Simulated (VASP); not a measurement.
# PbS (rocksalt type) (Fm-3m) in VASP: further runs

The runs below take PbS (rocksalt type) through single point, with PBE.

All numbers are computed with VASP 6.6.1; they aren't measurements. Logs are shortened: lines on timing, memory, paths and dates and some standing lists are left out, and cuts for length are marked.

### Step 1. The cell of the first run

The structure is cubic, space group Fm-3m (No. 225). The conventional cell has a = 5.865 Å, b = 5.865 Å, c = 5.865 Å, α = 90.00°, β = 90.00°, γ = 90.00°. Within 3.9 Å of Pb (site symmetry m-3m) lie 6 S at 2.93 Å. S (site symmetry m-3m) has 6 Pb at 2.93 Å within 3.9 Å.

### Step 2. Single point, PBE (volume scaled by 0.93, to set the pressure)

Contents of INCAR:

```
ALGO     = Normal         # electronic algorithm
EDIFF    = 1E-7           # SCF threshold, eV
ENCUT    = 520            # plane-wave cutoff, eV
GGA      = PE             # functional
ISIF     = 2              # what is computed and relaxed
ISMEAR   = -1             # smearing method
LASPH    = T              # aspherical terms in the spheres
LCHARG   = F              # write CHGCAR
LREAL    = F              # projectors in reciprocal space
LWAVE    = F              # write WAVECAR
NBANDS   = 17             # bands
NELM     = 60             # most SCF steps
PREC     = Accurate       # precision mode
SIGMA    = 0.08           # smearing width, eV
```

Contents of KPOINTS:

```
k-points
0
Gamma
  13 13 13
```

Contents of POSCAR:

```
PbS
1.0
    0.0000000000      2.9324266058      2.9324266058
    2.9324266058      0.0000000000      2.9324266058
    2.9324266058      2.9324266058      0.0000000000
Pb S
1 1
Direct
    0.0000000000      0.0000000000      0.0000000000
    0.5000000000      0.5000000000      0.5000000000
```

Potentials or basis: VASP PAW PBE potentials, release 64 (Pb_d, S).

Run with:

```
cat potpaw_PBE.64/Pb_d/POTCAR potpaw_PBE.64/S/POTCAR > POTCAR
mpirun -np 1 vasp_std > vasp.out
```

OUTCAR:

```text
EDIFF = 1E-7
   ENCUT = 520
   GGA = PE
   ISIF = 2
   ISMEAR = -1
   LASPH = T
   LREAL = F
   NELM = 60
   PREC = Accurate

 ion  position               nearest neighbor table
   1  0.000  0.000  0.000-   2 2.93   2 2.93   2 2.93   2 2.93   2 2.93   2 2.93
   2  0.500  0.500  0.500-   1 2.93   1 2.93   1 2.93   1 2.93   1 2.93   1 2.93

  LATTYP: Found a face centered cubic cell.
 ALAT       =     5.8648532116

  Lattice vectors:

 A1 = (   0.0000000000,   2.9324266058,   2.9324266058)
 A2 = (   2.9324266058,   0.0000000000,   2.9324266058)
 A3 = (   2.9324266058,   2.9324266058,   0.0000000000)

Analysis of symmetry for initial positions (statically):
=====================================================================
 Subroutine PRICEL returns:
 Original cell was already a primitive cell.

 Routine SETGRP: Setting up the symmetry group for a
 face centered cubic supercell.

 Subroutine GETGRP returns: Found 48 space group operations
 (whereof 48 operations were pure point group operations)
 out of a pool of 48 trial point group operations.

The static configuration has the point symmetry O_h .

Analysis of symmetry for dynamics (positions and initial velocities):
=====================================================================
 Subroutine PRICEL returns:
 Original cell was already a primitive cell.

 Routine SETGRP: Setting up the symmetry group for a
 face centered cubic supercell.

 Subroutine GETGRP returns: Found 48 space group operations
 (whereof 48 operations were pure point group operations)
 out of a pool of 48 trial point group operations.

The dynamic configuration has the point symmetry O_h .

 Subroutine INISYM returns: Found 48 space group operations
 (whereof 48 operations are pure point group operations),
 and found     1 'primitive' translations

----------------------------------------------------------------------------------------

                                     Primitive cell

  volume of cell :      50.4326

  direct lattice vectors                    reciprocal lattice vectors
     0.000000000  2.932426606  2.932426606    -0.170507251  0.170507251  0.170507251
     2.932426606  0.000000000  2.932426606     0.170507251 -0.170507251  0.170507251
[... 74 lines left out ...]
   NGXF,Y,Z  is equivalent  to a cutoff of  25.66, 25.66, 25.66 a.u.
 SYSTEM =  unknown system
   PREC   = accura    normal or accurate (medium, high low for compatibility)
   ISTART =      0    job   : 0-new  1-cont  2-samecut
   ICHARG =      2    charge: 1-file 2-atom 10-const
   ISPIN  =      1    spin polarized calculation?
   LNONCOLLINEAR =      F non collinear calculations
   LSORBIT =      F    spin-orbit coupling
   LASPH  =      T    aspherical Exc in radial PAW
   ENCUT  =  520.0 eV  38.22 Ry    6.18 a.u.   7.71  7.71  7.71*2*pi/ulx,y,z
   NELM   =     60;   NELMIN=  2; NELMDL= -5     # of ELM steps
   EDIFF  = 0.1E-06   stopping-criterion for ELM
   LREAL  =      F    real-space projection
   EDIFFG = 0.1E-05   stopping-criterion for IOM
   NSW    =      0    number of steps for IOM
   IBRION =     -1    ionic relax: 0-MD 1-quasi-New 2-CG
   NFREE  =      0    steps in history (QN), initial steepest desc. (CG)
   ISIF   =      2    stress and relaxation
   ISYM   =      2    0-nonsym 1-usesym 2-fastsym
   POTIM  = 0.5000    time-step for ionic-motion
   TEBEG  =    0.0;   TEEND  =   0.0 temperature during run
   PSTRESS=    0.0 pullay stress
   NELECT =      20.0000    total number of electrons
   NUPDOWN=      -1.0000    fix difference up-down
   EMIN   =  10.00;   EMAX   =-10.00  energy-range for DOS
   EFERMI =   0.00;   METHOD = LEGACY
   ISMEAR =    -1;   SIGMA  =   0.08  broadening in eV -4-tet -1-fermi 0-gaus
   EFERMI_NEDOS =   21; number of points for ismear=-14 and -15
   IALGO  =     38    algorithm
   IMIX   =      4    mixing-type and parameters
     AMIX     =   0.40;   BMIX     =  1.00
     AMIX_MAG =   1.60;   BMIX_MAG =  1.00
  volume/ion in A,a.u.               =      25.22       170.17
  Fermi-wavevector in a.u.,A,eV,Ry     =   1.202766  2.272897 19.682803  1.446645
  Thomas-Fermi vector in A             =   2.338538
   LORBIT       =      0    0 simple, 1 ext, 2 COOP (PROOUT), +10 PAW based schemes
   GGA     = PE    functional components
   LHFCALC =     F    Hartree Fock is set to
   AEXX    =    0.0000 exact exchange contribution
   IVDW    =     0    specifies the selected vdW correction
   LEPSILON=     F    determine dielectric tensor
   LRPA    =     F    only Hartree local field effects (RPA)
 non-spin polarized calculation
  energy-cutoff  :      520.00
  volume of cell :       50.43
 maximum number of plane-waves:      1381
   NGX = 15   NGY = 15   NGZ = 15

 number of electron      19.9999996 magnetization

 Free energy of the ion-electron system (eV)
  ---------------------------------------------------
  ext. energy  EPLUGINS =         0.00000000
  ---------------------------------------------------
  free energy    TOTEN  =        -8.71943588 eV

  energy without entropy =       -8.71915958  energy(sigma->0) =       -8.71929773

 E-fermi :   6.4413     XC(G=0):  -9.8428

 val. band max:        6.1853898998   @ k =   0.4615   0.0000   0.0000
 cond. band min:       6.7084623912   @ k =   0.4615   0.0000   0.0000
 fundamental gap:      0.5230724914
 Fermi energy:         6.4412628733

 k-point     1 :       0.0000    0.0000    0.0000
  band No.  band energies     occupation
      1     -10.6068      2.00000
      2     -10.6068      2.00000
      3     -10.6068      2.00000
      4     -10.5912      2.00000
      5     -10.5912      2.00000
      6      -7.6338      2.00000
[... 457 lines left out ...]
      4     -10.5683      2.00000
      5     -10.5500      2.00000
      6      -6.3058      2.00000
[... 9 lines left out ...]
     16      16.6936      0.00000
     17      17.1701      0.00000

 [... further k-points ...]
[... 5 lines left out ...]
  --------------------------------------------------------------------------------------
  -------------------------------------------------------------------------------------
  Total        1.3901270      1.3901270      1.3901270      0.0000000      0.0000000     -0.0000000
  in kB       44.1624965     44.1624965     44.1624965      0.0000000      0.0000000     -0.0000000
  external PRESSURE =      44.1624965 kB  Pullay stress =       0.0000000 kB

 VOLUME and BASIS-vectors are now :
 -----------------------------------------------------------------------------
  energy-cutoff  :      520.00
  volume of cell :       50.43
      direct lattice vectors                 reciprocal lattice vectors
     0.000000000  2.932426606  2.932426606    -0.170507251  0.170507251  0.170507251
     2.932426606  0.000000000  2.932426606     0.170507251 -0.170507251  0.170507251
     2.932426606  2.932426606  0.000000000     0.170507251  0.170507251 -0.170507251

 POSITION                                       TOTAL-FORCE (eV/Angst)
 -----------------------------------------------------------------------------------
      0.00000      0.00000      0.00000         0.000000      0.000000      0.000000
      2.93243      2.93243      2.93243         0.000000     -0.000000     -0.000000
 -----------------------------------------------------------------------------------
    total drift:                                0.000000     -0.000000     -0.000000

  FREE ENERGIE OF THE ION-ELECTRON SYSTEM (eV)
  ---------------------------------------------------
  free  energy   TOTEN  =        -8.7194358779 eV

  energy  without entropy=       -8.7191595753  energy(sigma->0) =       -8.71929773
```

stdout:

```text
POSCAR found type information on POSCAR PbS
 POSCAR found :  2 types and       2 ions
 scaLAPACK will be used
 LDA part: xc-table for (Slater+PW92), standard interpolation
 POSCAR, INCAR and KPOINTS ok, starting setup
 FFT: planning ... GRIDC
 FFT: planning ... GRID_SOFT
 FFT: planning ... GRID
 WAVECAR not read
 entering main loop
```

It took 36 s on 1 thread of Intel Xeon 6975P-C (Granite Rapids), shared host; peak memory 0.21 GiB.

Results:

| Quantity | Value |
| --- | --- |
| Free energy | -8.7194 eV |
| Pressure | 4.4 GPa |

Levels at points of the mesh, in eV from the Fermi level:
```csv
k point,band 8,band 9,band 10,band 11,band 12,band 13
"(0.00, 0.00, 0.00)",-2.51,-2.51,-2.51,5.15,5.15,5.15
```

Caveat: the cell differs from its parent crystal (volume scaled by 0.93, to set the pressure); this odd mesh misses L, where the gap lies, so gap, dielectric constants and Born charges aren't listed; spin-orbit coupling is left out, which moves the levels of the heavy elements.

(Part 1 of 2 ends here.)
